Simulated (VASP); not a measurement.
Here is a VASP 6.6.1 calculation.

The input INCAR:

```
SYSTEM = MgS
PREC = Accurate
ENCUT = 600
EDIFF = 1E-6
ISMEAR = 0
SIGMA = 0.02
LREAL = .FALSE.
LASPH = .TRUE.
NELM = 120
ALGO = Normal
ISIF = 2
LWAVE = .FALSE.
LCHARG = .FALSE.
GGA = PS
NBANDS = 11
GGA_COMPAT = .FALSE.
```

KPOINTS

```
regular mesh
0
G
  4 4 4
  0 0 0
```

POSCAR

```
MgS
1.0
    0.0000000000      2.6016500000      2.6016500000
    2.6016500000      0.0000000000      2.6016500000
    2.6016500000      2.6016500000      0.0000000000
Mg S
1 1
Direct
    0.0048895494     -0.0022683989     -0.0014789672
    0.4962931845      0.5017196956      0.5011212197
```

Potentials or basis: VASP PAW PBE potentials, release 64 (Mg, S).

Run with:

```console
$ cat potpaw_PBE.64/Mg/POTCAR potpaw_PBE.64/S/POTCAR > POTCAR
$ mpirun -np 1 vasp_std > vasp.out
```

Estimate the pressure.

-0.7 GPa.

Estimate the band gap on the k mesh.

2.68 eV, indirect (least direct gap 3.58 eV).

Predict the largest force.

0.071 eV/Å.

Forces on the atoms (eV/Å):
```
Mg   0.047 -0.043 -0.033
S   -0.047  0.043  0.033
```

Caveat: the k points lie up to 0.52 Å⁻¹ apart; the PAW data sets were made with another functional, which shifts forces and pressure a little. A hybrid or GW would open this gap; PBEsol tends to underestimate it.
